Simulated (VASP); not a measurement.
# Pd2Au (P4/nmm) in VASP: a series of runs

The runs below take Pd2Au through single point, relaxation of cell and atoms, with PBE.

Everything below comes from runs of VASP 6.6.1. Logs are shortened: lines on timing, memory, paths and dates and some standing lists are left out, and cuts for length are marked.

## (1) The cell of the first run

Symmetry: P4/nmm, No. 129, tetragonal system. Conventional cell: a = 3.872 Å, b = 3.872 Å, c = 6.875 Å, α = 90.00°, β = 90.00°, γ = 90.00°. Pd (site symmetry -4m2) has 8 Pd at 2.74 to 2.81 Å and 4 Au at 2.89 Å within 3.6 Å. Pd (site symmetry 4mm) has 5 Au at 2.69 to 2.74 Å and 4 Pd at 2.81 Å within 3.5 Å. Within 3.5 Å of Au (site symmetry 4mm) lie 9 Pd at 2.69 to 2.89 Å.

## (2) Single point, PBE

INCAR reads:

```
  PREC = Accurate
  ENCUT = 520
  EDIFF = 1E-6
  ISMEAR = 0
  SIGMA = 0.1
  LREAL = False
  LASPH = True
  NELM = 100
  ALGO = Fast
  ISIF = 2
  LWAVE = False
  LCHARG = False
  GGA = PE
  NBANDS = 40
```

KPOINTS reads:

```
regular mesh
0
Gamma
  10 10 6
```

POSCAR reads:

```
Pd2Au
1.0
    3.8718410416      0.0000000000      0.0000000000
    0.0000000000      3.8718410416      0.0000000000
    0.0000000000      0.0000000000      6.8750030537
Pd Au
4 2
Direct
    0.0000000000      0.0000000000      0.0000000000
    0.5000000000      0.5000000000      0.0000000000
    0.0000000000      0.5000000000      0.2971947517
    0.5000000000      0.0000000000      0.7028052483
    0.0000000000      0.5000000000      0.6883181117
    0.5000000000      0.0000000000      0.3116818883
```

Potentials or basis: VASP PAW PBE potentials, release 64 (Pd, Au).

Run with:

```sh
> cat potpaw_PBE.64/Pd/POTCAR potpaw_PBE.64/Au/POTCAR > POTCAR
> mpirun -np 1 vasp_std > vasp.out
```

OUTCAR:

```text
PREC = Accurate
   ENCUT = 520
   EDIFF = 1E-6
   ISMEAR = 0
   LREAL = False
   LASPH = True
   NELM = 100
   ISIF = 2
   GGA = PE

 ion  position               nearest neighbor table
   1  0.000  0.000  0.000-   2 2.74   2 2.74   2 2.74   2 2.74   3 2.81   4 2.81   4 2.81   3 2.81
                             5 2.89   6 2.89   6 2.89   5 2.89
   2  0.500  0.500  0.000-   1 2.74   1 2.74   1 2.74   1 2.74   4 2.81   4 2.81   3 2.81   3 2.81
                             5 2.89   6 2.89   5 2.89   6 2.89
   3  0.000  0.500  0.297-   5 2.69   6 2.74   6 2.74   6 2.74   6 2.74   1 2.81   2 2.81   2 2.81
                             1 2.81
   4  0.500  0.000  0.703-   6 2.69   5 2.74   5 2.74   5 2.74   5 2.74   1 2.81   1 2.81   2 2.81
                             2 2.81
   5  0.000  0.500  0.688-   3 2.69   4 2.74   4 2.74   4 2.74   4 2.74   1 2.89   2 2.89   2 2.89
                             1 2.89
   6  0.500  0.000  0.312-   4 2.69   3 2.74   3 2.74   3 2.74   3 2.74   1 2.89   1 2.89   2 2.89
                             2 2.89

  LATTYP: Found a simple tetragonal cell.
 ALAT       =     3.8718410416
 C/A-ratio  =     1.7756418664

  Lattice vectors:

 A1 = (   3.8718410416,   0.0000000000,   0.0000000000)
 A2 = (   0.0000000000,   3.8718410416,   0.0000000000)
 A3 = (   0.0000000000,   0.0000000000,   6.8750030537)

Analysis of symmetry for initial positions (statically):
=====================================================================
 Subroutine PRICEL returns:
 Original cell was already a primitive cell.

 Routine SETGRP: Setting up the symmetry group for a
 simple tetragonal supercell.

 Subroutine GETGRP returns: Found 16 space group operations
 (whereof  8 operations were pure point group operations)
 out of a pool of 16 trial point group operations.

The static configuration has the point symmetry D_2d.
 The point group associated with its full space group is D_4h.

Analysis of symmetry for dynamics (positions and initial velocities):
=====================================================================
 Subroutine PRICEL returns:
 Original cell was already a primitive cell.

 Routine SETGRP: Setting up the symmetry group for a
 simple tetragonal supercell.

 Subroutine GETGRP returns: Found 16 space group operations
 (whereof  8 operations were pure point group operations)
 out of a pool of 16 trial point group operations.

The dynamic configuration has the point symmetry D_2d.
 The point group associated with its full space group is D_4h.

 Subroutine INISYM returns: Found 16 space group operations
 (whereof  8 operations are pure point group operations),
 and found     1 'primitive' translations

----------------------------------------------------------------------------------------

                                     Primitive cell

  volume of cell :     103.0642

  direct lattice vectors                    reciprocal lattice vectors
     3.871841042  0.000000000  0.000000000     0.258275066  0.000000000  0.000000000
     0.000000000  3.871841042  0.000000000     0.000000000  0.258275066  0.000000000
     0.000000000  0.000000000  6.875003054     0.000000000  0.000000000  0.145454481

  length of vectors
     3.871841042  3.871841042  6.875003054     0.258275066  0.258275066  0.145454481

  position of ions in fractional coordinates (direct lattice)
     0.000000000  0.000000000  0.000000000
     0.500000000  0.500000000  0.000000000
     0.000000000  0.500000000  0.297194752
     0.500000000  0.000000000  0.702805248
     0.000000000  0.500000000  0.688318112
     0.500000000  0.000000000  0.311681888

  ion indices of the primitive-cell ions
   primitive index   ion index
                 1           1
                 2           2
                 3           3
                 4           4
                 5           5
                 6           6

----------------------------------------------------------------------------------------

 KPOINTS: regular mesh

Automatic generation of k-mesh.
 Grid dimensions read from file:
 generate k-points for:   10   10    6

 Generating k-lattice:

  Cartesian coordinates                     Fractional coordinates (reciprocal lattice)
     0.025827507  0.000000000  0.000000000     0.100000000  0.000000000  0.000000000
     0.000000000  0.025827507  0.000000000     0.000000000  0.100000000  0.000000000
     0.000000000  0.000000000  0.024242413     0.000000000  0.000000000  0.166666667

  Length of vectors
     0.025827507  0.025827507  0.024242413

  Shift w.r.t. Gamma in fractional coordinates (k-lattice)
     0.000000000  0.000000000  0.000000000

 Subroutine IBZKPT returns following result:
 ===========================================

 Found     84 irreducible k-points:

 Following reciprocal coordinates:
            Coordinates               Weight
  0.000000  0.000000  0.000000      1.000000
  0.100000  0.000000  0.000000      4.000000
  0.200000  0.000000  0.000000      4.000000
  0.300000  0.000000  0.000000      4.000000
  0.400000  0.000000  0.000000      4.000000
  0.500000  0.000000  0.000000      2.000000
[... 16 lines left out ...]
  0.100000  0.000000  0.166667      8.000000
  0.200000  0.000000  0.166667      8.000000
 [... further k-points ...]
   k-points           NKPTS =     84   k-points in BZ     NKDIM =     84   number of bands    NBANDS=     40
   number of dos      NEDOS =    301   number of ions     NIONS =      6
   total plane-waves  NPLWV =  48600
   dimension x,y,z NGX =    30 NGY =   30 NGZ =   54
   dimension x,y,z NGXF=    60 NGYF=   60 NGZF=  108
   ions per type =               4   2
   NGX,Y,Z   is equivalent  to a cutoff of  12.88, 12.88, 13.06 a.u.
   NGXF,Y,Z  is equivalent  to a cutoff of  25.76, 25.76, 26.12 a.u.
 SYSTEM =  unknown system
   PREC   = accura    normal or accurate (medium, high low for compatibility)
   ISTART =      0    job   : 0-new  1-cont  2-samecut
   ICHARG =      2    charge: 1-file 2-atom 10-const
   ISPIN  =      1    spin polarized calculation?
   LNONCOLLINEAR =      F non collinear calculations
   LSORBIT =      F    spin-orbit coupling
   LASPH  =      T    aspherical Exc in radial PAW
   ENCUT  =  520.0 eV  38.22 Ry    6.18 a.u.   7.20  7.20 12.78*2*pi/ulx,y,z
   NELM   =    100;   NELMIN=  2; NELMDL= -5     # of ELM steps
   EDIFF  = 0.1E-05   stopping-criterion for ELM
   LREAL  =      F    real-space projection
   EDIFFG = 0.1E-04   stopping-criterion for IOM
   NSW    =      0    number of steps for IOM
   IBRION =     -1    ionic relax: 0-MD 1-quasi-New 2-CG
   NFREE  =      0    steps in history (QN), initial steepest desc. (CG)
   ISIF   =      2    stress and relaxation
   ISYM   =      2    0-nonsym 1-usesym 2-fastsym
   POTIM  = 0.5000    time-step for ionic-motion
   TEBEG  =    0.0;   TEEND  =   0.0 temperature during run
   PSTRESS=    0.0 pullay stress
   NELECT =      62.0000    total number of electrons
   NUPDOWN=      -1.0000    fix difference up-down
   EMIN   =  10.00;   EMAX   =-10.00  energy-range for DOS
   EFERMI =   0.00;   METHOD = LEGACY
   ISMEAR =     0;   SIGMA  =   0.10  broadening in eV -4-tet -1-fermi 0-gaus
   EFERMI_NEDOS =   21; number of points for ismear=-14 and -15
   IALGO  =     68    algorithm
   IMIX   =      4    mixing-type and parameters
     AMIX     =   0.40;   BMIX     =  1.00
     AMIX_MAG =   1.60;   BMIX_MAG =  1.00
  volume/ion in A,a.u.               =      17.18       115.92
  Fermi-wavevector in a.u.,A,eV,Ry     =   1.381983  2.611569 25.985460  1.909877
  Thomas-Fermi vector in A             =   2.506717
   LORBIT       =      0    0 simple, 1 ext, 2 COOP (PROOUT), +10 PAW based schemes
   GGA     = PE    functional components
   LHFCALC =     F    Hartree Fock is set to
   AEXX    =    0.0000 exact exchange contribution
   IVDW    =     0    specifies the selected vdW correction
   LEPSILON=     F    determine dielectric tensor
   LRPA    =     F    only Hartree local field effects (RPA)
 non-spin polarized calculation
 RMM-DIIS sequential band-by-band and
 Gauss-broadening in eV      SIGMA  =   0.10
  energy-cutoff  :      520.00
  volume of cell :      103.06
 maximum number of plane-waves:      2800
 NGX is ok and might be reduce to    30
   NGX = 15   NGY = 15   NGZ = 25

 number of electron      62.0000002 magnetization

 Free energy of the ion-electron system (eV)
  ---------------------------------------------------
  ext. energy  EPLUGINS =         0.00000000
  ---------------------------------------------------
  free energy    TOTEN  =       -26.79324444 eV

  energy without entropy =      -26.75418955  energy(sigma->0) =      -26.77371700

 E-fermi :   7.8429     XC(G=0): -12.3179

 val. band max:        7.8426888984   @ k =   0.1000   0.0000   0.5000
 cond. band min:       7.8443990567   @ k =   0.3000   0.2000   0.5000
 fundamental gap:      0.0017101584
 Fermi energy:         7.8429180389

 k-point     1 :       0.0000    0.0000    0.0000
  band No.  band energies     occupation
      1       0.6886      2.00000
      2       2.6105      2.00000
      3       2.6274      2.00000
      4       2.6450      2.00000
      5       2.8380      2.00000
      6       2.8644      2.00000
[... 32 lines left out ...]
     39      17.4042      0.00000
     40      17.5253      0.00000

 k-point     2 :       0.1000    0.0000    0.0000
  band No.  band energies     occupation
      1       0.8099      2.00000
      2       2.6865      2.00000
      3       2.6960      2.00000
      4       2.7535      2.00000
      5       2.9054      2.00000
      6       2.9130      2.00000
[... 32 lines left out ...]
     39      16.8555      0.00000
     40      18.0417      0.00000

 k-point     3 :       0.2000    0.0000    0.0000
  band No.  band energies     occupation
      1       1.1634      2.00000
      2       2.8754      2.00000
      3       2.8977      2.00000
      4       3.0406      2.00000
      5       3.0674      2.00000
      6       3.1053      2.00000
[... 32 lines left out ...]
     39      17.6221      0.00000
     40      18.4627      0.00000

 k-point     4 :       0.3000    0.0000    0.0000
  band No.  band energies     occupation
      1       1.7096      2.00000
      2       3.0666      2.00000
      3       3.1901      2.00000
      4       3.2540      2.00000
      5       3.4293      2.00000
      6       3.4321      2.00000
[... 32 lines left out ...]
     39      18.6464      0.00000
     40      18.6640      0.00000
[... 772 lines left out ...]
     39      16.9619      0.00000
     40      17.7148      0.00000

 k-point    23 :       0.1000    0.0000    0.1667
  band No.  band energies     occupation
      1       0.9122      2.00000
      2       2.5556      2.00000
      3       2.7394      2.00000
      4       2.7771      2.00000
      5       2.9290      2.00000
      6       2.9817      2.00000
[... 32 lines left out ...]
     39      16.5569      0.00000
     40      17.8414      0.00000

 k-point    24 :       0.2000    0.0000    0.1667
  band No.  band energies     occupation
      1       1.2621      2.00000
      2       2.8134      2.00000
      3       2.9399      2.00000
      4       3.0088      2.00000
      5       3.1215      2.00000
      6       3.1260      2.00000
[... 32 lines left out ...]
     39      17.0176      0.00000
     40      18.2457      0.00000

 [... further k-points ...]
[... 5 lines left out ...]
  --------------------------------------------------------------------------------------
  -------------------------------------------------------------------------------------
  Total       -0.1341278     -0.1341278     -0.1473772      0.0000000      0.0000000      0.0000000
  in kB       -2.0850746     -2.0850746     -2.2910415      0.0000000      0.0000000      0.0000000
  external PRESSURE =      -2.1537302 kB  Pullay stress =       0.0000000 kB

 VOLUME and BASIS-vectors are now :
 -----------------------------------------------------------------------------
  energy-cutoff  :      520.00
  volume of cell :      103.06
      direct lattice vectors                 reciprocal lattice vectors
     3.871841042  0.000000000  0.000000000     0.258275066  0.000000000  0.000000000
     0.000000000  3.871841042  0.000000000     0.000000000  0.258275066  0.000000000
     0.000000000  0.000000000  6.875003054     0.000000000  0.000000000  0.145454481

 POSITION                                       TOTAL-FORCE (eV/Angst)
 -----------------------------------------------------------------------------------
      0.00000      0.00000      0.00000         0.000000      0.000000      0.000000
      1.93592      1.93592      0.00000        -0.000000     -0.000000      0.000000
      0.00000      1.93592      2.04321         0.000000     -0.000000     -0.003359
      1.93592      0.00000      4.83179        -0.000000     -0.000000      0.003359
      0.00000      1.93592      4.73219         0.000000     -0.000000      0.004523
      1.93592      0.00000      2.14281        -0.000000     -0.000000     -0.004523
 -----------------------------------------------------------------------------------
    total drift:                                0.000000      0.000000      0.000000

  FREE ENERGIE OF THE ION-ELECTRON SYSTEM (eV)
  ---------------------------------------------------
  free  energy   TOTEN  =       -26.7932444440 eV

  energy  without entropy=      -26.7541895467  energy(sigma->0) =      -26.77371700
```

It took 5.5 min on 1 thread of Intel Xeon Platinum 8488C (Sapphire Rapids), shared host; peak memory 0.41 GiB.

Results:

```yaml
Free_energy: -26.7932 eV
Pressure: -0.2 GPa
Largest_force: 0.005 eV/Å
Band_gap_on_the_k_mesh: zero (band 31 reaches 9.46 eV, above the bottom of band 32 at 7.42 eV)
```

Forces on the atoms (eV/Å):
```
Pd   0.000  0.000  0.000
Pd   0.000  0.000  0.000
Pd   0.000  0.000 -0.003
Pd   0.000  0.000  0.003
Au   0.000  0.000  0.005
Au   0.000  0.000 -0.005
```

Levels at points of the mesh, in eV from the Fermi level:
| k point | band 28 | band 29 | band 30 | band 31 | band 32 | band 33 | band 34 | band 35 |
| --- | --- | --- | --- | --- | --- | --- | --- | --- |
| (0.00, 0.00, 0.00) | -0.15 | -0.02 | -0.02 | 0.31 | 0.37 | 0.62 | 3.92 | 3.92 |
| (0.50, 0.00, 0.00) | -1.33 | -1.23 | -1.23 | -0.18 | -0.18 | 2.20 | 2.20 | 2.66 |
| (0.50, 0.50, 0.00) | -0.36 | 0.10 | 0.10 | 1.62 | 1.62 | 1.91 | 1.91 | 2.74 |
| (0.00, 0.00, 0.50) | -0.13 | 0.01 | 0.32 | 0.36 | 0.62 | 1.50 | 5.27 | 5.62 |
| (0.50, 0.00, 0.50) | -1.15 | -0.52 | -0.52 | -0.30 | -0.30 | 0.39 | 0.39 | 6.62 |
| (0.50, 0.50, 0.50) | -0.40 | -0.34 | -0.34 | 0.50 | 0.50 | 1.94 | 1.94 | 3.13 |

Caveat: spin-orbit coupling is left out, which moves the levels of the heavy elements.

## (3) Relaxation of cell and atoms, PBE

This run uses another cell than the first one, of 17.23 Å³/atom, 1.003 times its volume.

INCAR reads:

```
SYSTEM = Pd2Au
  ALGO = Fast
  EDIFF = 1E-6
  EDIFFG = -0.01
  ENCUT = 600
  GGA = PE
  IBRION = 2
  ISIF = 3
  ISMEAR = 0
  LASPH = .True.
  LCHARG = .False.
  LREAL = .False.
  LWAVE = .False.
  NELM = 80
  NSW = 100
  PREC = Accurate
  SIGMA = 0.1
```

KPOINTS reads:

```
k-points
0
Gamma
  10 10 6
  0 0 0
```

POSCAR reads:

```
Pd2Au
1.0
    3.8769586471      0.0000000000      0.0000000000
    0.0000000000      3.8769586471      0.0000000000
    0.0000000000      0.0000000000      6.8796883661
Pd Au
4 2
Direct
    0.0000000000      0.0000000000      0.0000000000
    0.5000000000      0.5000000000      0.0000000000
    0.0000000000      0.5000000000      0.2952973344
    0.5000000000      0.0000000000      0.7047026656
    0.0000000000      0.5000000000      0.6872279121
    0.5000000000      0.0000000000      0.3127720879
```

Potentials or basis: VASP PAW PBE potentials, release 64 (Pd, Au).

Run with:

```sh
> cat potpaw_PBE.64/Pd/POTCAR potpaw_PBE.64/Au/POTCAR > POTCAR
> mpirun -np 1 vasp_std > vasp.out
```

Wall time 24 min (1 thread of AMD EPYC 9R45 (Zen 5), shared host); peak memory 0.45 GiB.

Results (log left out):

```yaml
Free_energy: -26.7940 eV
Relaxed_volume: 17.15 Å³/atom
Relaxed_cell: a = 3.870 Å, b = 3.870 Å, c = 6.873 Å, α = 90.00°, β = 90.00°, γ = 90.00°
Space_group_after_relaxing_to_0.05_Å: P4/nmm (No. 129)
Energy_gained_by_relaxing: 0.3 meV/atom
Ionic_steps: 19
Pressure_after_relaxing: 0.0 GPa
Band_gap_on_the_k_mesh: zero (band 31 reaches 9.48 eV, above the bottom of band 32 at 7.44 eV)
```

Forces in eV/Å, atoms in the order of the input:
```
Pd   0.000  0.000  0.000
Pd   0.000  0.000  0.000
Pd   0.000  0.000  0.000
Pd   0.000  0.000  0.000
Au   0.000  0.000  0.002
Au   0.000  0.000 -0.002
```

Step by step:
| step | energy change (eV) | largest force (eV/Å) | pressure (GPa) | volume (Å³) |
| --- | --- | --- | --- | --- |
| 1 | 0.0000 | 0.0473 | -0.63 | 103.41 |
| 2 | 0.0000 | 0.0547 | 0.79 | 102.39 |
| 3 | -0.0011 | 0.0527 | 0.06 | 102.89 |
| 4 | -0.0011 | 0.0525 | 0.05 | 102.90 |
| 5 | -0.0011 | 0.0522 | -0.02 | 102.94 |
| 6 | -0.0011 | 0.0508 | 0.03 | 102.91 |
| 7 | -0.0013 | 0.0275 | 0.01 | 102.91 |
| 8 | -0.0013 | 0.0181 | 0.00 | 102.91 |
| 9 | -0.0014 | 0.0264 | -0.01 | 102.90 |
| 10 | -0.0014 | 0.0299 | -0.02 | 102.90 |
| 11 | -0.0014 | 0.0273 | -0.01 | 102.90 |
| 12 | -0.0014 | 0.0287 | -0.01 | 102.90 |
| 13 | -0.0015 | 0.0183 | 0.02 | 102.88 |
| 14 | -0.0015 | 0.0135 | 0.05 | 102.86 |
| 15 | -0.0015 | 0.0058 | 0.08 | 102.84 |
| 16 | -0.0015 | 0.0124 | 0.07 | 102.85 |
| 17 | -0.0016 | 0.0079 | -0.03 | 102.92 |
| 18 | -0.0016 | 0.0052 | -0.06 | 102.94 |
| 19 | -0.0016 | 0.0023 | -0.02 | 102.92 |

Final structure:
```cif
data_structure
_symmetry_space_group_name_H-M 'P 1'
_symmetry_Int_Tables_number 1
_cell_length_a 3.8697
_cell_length_b 3.8697
_cell_length_c 6.8730
_cell_angle_alpha 90.000
_cell_angle_beta 90.000
_cell_angle_gamma 90.000
_cell_volume 102.92
loop_
_atom_site_label
_atom_site_type_symbol
_atom_site_fract_x
_atom_site_fract_y
_atom_site_fract_z
_atom_site_occupancy
Pd1 Pd 0.00000 0.00000 0.00000 1
Pd2 Pd 0.50000 0.50000 0.00000 1
Pd3 Pd 0.00000 0.50000 0.29701 1
Pd4 Pd 0.50000 0.00000 0.70299 1
Au1 Au 0.00000 0.50000 0.68813 1
Au2 Au 0.50000 0.00000 0.31187 1
```

Levels at points of the mesh, in eV from the Fermi level:
```csv
k point,band 28,band 29,band 30,band 31,band 32,band 33,band 34,band 35
"(0.00, 0.00, 0.00)",-0.15,-0.03,-0.03,0.31,0.37,0.62,3.92,3.92
"(0.50, 0.00, 0.00)",-1.33,-1.23,-1.23,-0.18,-0.18,2.21,2.21,2.66
"(0.50, 0.50, 0.00)",-0.36,0.10,0.10,1.62,1.62,1.91,1.91,2.74
"(0.00, 0.00, 0.50)",-0.13,0.00,0.32,0.36,0.62,1.50,5.28,5.62
"(0.50, 0.00, 0.50)",-1.15,-0.52,-0.52,-0.30,-0.30,0.40,0.40,6.62
"(0.50, 0.50, 0.50)",-0.40,-0.35,-0.35,0.49,0.49,1.95,1.95,3.13
```

Caveat: spin-orbit coupling is left out, which moves the levels of the heavy elements.
